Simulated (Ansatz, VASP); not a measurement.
CuO: VASP beside Ansatz

```
Cu O
1.0
     1.99097   -2.15355    0.00000
     1.99097    2.15355    0.00000
     0.00000    0.00000    5.15593
Cu O
2 2
Direct
  0.50000 0.00000 0.00000
  0.00000 0.50000 0.50000
  0.50000 0.50000 0.25000
  0.50000 0.50000 0.75000
```

Alike in both runs: task relaxation of cell and atoms; functional PBEsol; k mesh 9 × 9 × 5; occupations fermi-dirac, width 0.05 eV; no spin polarisation.

```csv
,VASP,Ansatz
version,VASP 6.6.1,Ansatz 0.2.0
potentials or method,"VASP PAW PBE potentials, release 64 (Cu, O), cutoff 600 eV","all-electron LAPW, scalar-relativistic"
```

|  | VASP | Ansatz | Ansatz less VASP |
| --- | --- | --- | --- |
| relaxed volume (Å³/atom) | 10.71 | 10.67 | -0.039 |
| relaxed cell length with the largest relative difference (Å) | 2.900 | 2.895 | -0.0043 |

VASP's potentials were made for PBE, not for PBEsol. Ansatz ran all-electron here, and VASP with PAW potentials.
